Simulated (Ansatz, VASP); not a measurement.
# One calculation of B3N2, two programs

```xyz
5
Lattice="3.3552 0.0000 0.0000 0.0000 3.3552 0.0000 0.0000 0.0000 3.3552" Properties=species:S:1:pos:R:3 pbc="T T T"
B     1.6776    0.0000    0.0000
B     0.0000    1.6776    0.0000
B     0.0000    0.0000    1.6776
N     1.6776    1.6776    1.6776
N     0.0000    0.0000    0.0000
```

Alike in both runs: task relaxation of cell and atoms; functional PBE; k mesh 12 × 12 × 12; occupations gaussian, width 0.1 eV; no spin polarisation.

|  | VASP | Ansatz |
| --- | --- | --- |
| version | VASP 6.6.1 | Ansatz 0.2.0 |
| potentials or method | VASP PAW PBE potentials, release 64 (B, N), cutoff 600 eV | scalar-relativistic, plane waves, PAW |
| valence electrons in the cell | 19 | 19 |

```csv
,VASP,Ansatz,Ansatz less VASP
"gap on the k mesh at the Fermi level, each at its own relaxed structure (eV)",none,none,-
relaxed volume (Å³/atom),7.45,7.46,+0.015
relaxed length of the cell vector where the two differ most in proportion (Å),3.340,3.342,+0.0022
```

A gap of «none» marks a metal or a gap that the smearing closes.
